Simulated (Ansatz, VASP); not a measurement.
**Two plane-wave programs on Al3BiO3**

Contents of INCAR:

```
SYSTEM = Al3BiO3
PREC = Accurate ; ENCUT = 520
EDIFF = 1E-6 ; ISMEAR = 0
SIGMA = 0.2 ; LREAL = .FALSE.
LASPH = .TRUE. ; NELM = 100
ALGO = Normal ; ISIF = 2
LWAVE = .FALSE. ; LCHARG = .FALSE.
GGA = PE ; NBANDS = 55
```

Contents of KPOINTS:

```
Automatic mesh
0
G
  8 3 3
  0 0 0
```

The input POSCAR:

```
Al3BiO3
1.0
    0.0000000000      0.0000000000      3.0701627872
    9.9248733823      0.0000000000      0.0000000000
   -4.9624366912      8.5951924784      0.0000000000
Al Bi O
6 2 6
Direct
    0.2500000000      0.6687000575      0.8524965111
    0.7500000000      0.8524965111      0.1837964537
    0.2500000000      0.1837964537      0.3312999425
    0.7500000000      0.3312999425      0.1475034889
    0.7500000000      0.8162035463      0.6687000575
    0.2500000000      0.1475034889      0.8162035463
    0.7500000000      0.6666666667      0.3333333333
    0.2500000000      0.3333333333      0.6666666667
    0.7500000000      0.7405883535      0.9701770304
    0.2500000000      0.9701770304      0.2295886769
    0.7500000000      0.2295886769      0.2594116465
    0.2500000000      0.2594116465      0.0298229696
    0.2500000000      0.7704113231      0.7405883535
    0.7500000000      0.0298229696      0.7704113231
```

Input for Ansatz:

```yaml
crystal:
  lattice:
    - [0.0, 0.0, 3.0701627872]
    - [9.9248733823, 0.0, 0.0]
    - [-4.9624366912, 8.5951924784, 0.0]
  atoms:
    - { symbol: Al, position: [0.25, 0.6687000575, 0.8524965111] }
    - { symbol: Al, position: [0.75, 0.8524965111, 0.1837964537] }
    - { symbol: Al, position: [0.25, 0.1837964537, 0.3312999425] }
    - { symbol: Al, position: [0.75, 0.3312999425, 0.1475034889] }
    - { symbol: Al, position: [0.75, 0.8162035463, 0.6687000575] }
    - { symbol: Al, position: [0.25, 0.1475034889, 0.8162035463] }
    - { symbol: Bi, position: [0.75, 0.6666666667, 0.3333333333] }
    - { symbol: Bi, position: [0.25, 0.3333333333, 0.6666666667] }
    - { symbol: O, position: [0.75, 0.7405883535, 0.9701770304] }
    - { symbol: O, position: [0.25, 0.9701770304, 0.2295886769] }
    - { symbol: O, position: [0.75, 0.2295886769, 0.2594116465] }
    - { symbol: O, position: [0.25, 0.2594116465, 0.0298229696] }
    - { symbol: O, position: [0.25, 0.7704113231, 0.7405883535] }
    - { symbol: O, position: [0.75, 0.0298229696, 0.7704113231] }
basis:
  ecutwfc: 420
kpoints:
  mp_grid: { grid: [8, 3, 3] }
hamiltonian:
  xc: pbe
scf:
  occupations: { method: gaussian, width: 0.2 }
  lower_state_search: "off"
output:
  forces: true
  stress: true
  eigenvalues: true
```

Alike in both runs: task single point; functional PBE; k mesh 8 × 3 × 3; occupations gaussian, width 0.2 eV; no spin polarisation.

|  | VASP | Ansatz |
| --- | --- | --- |
| version | VASP 6.6.1 | Ansatz 0.2.0 |
| potentials or method | VASP PAW PBE potentials, release 64 (Al, Bi_d, O), cutoff 520 eV | scalar-relativistic, plane waves, PAW |
| valence electrons in the cell | 84 | 84 |

Ansatz gave:

* gap on the k mesh at the Fermi level (eV): none
* pressure (GPa): -0.2
* traceless stress, the component that is largest in VASP (GPa): 3.74
* rms of the force components (eV/Å): 0.117

Q: Which values does VASP return?

A: gap on the k mesh at the Fermi level (eV): none; pressure (GPa): -0.3; traceless stress, the component that is largest in VASP (GPa): 3.74; rms of the force components (eV/Å): 0.117.

Atom by atom the forces differ by 0.003 eV/Å (rms over components). A gap of «none» marks a metal or a gap that the smearing closes.

Spin-orbit coupling is off throughout.
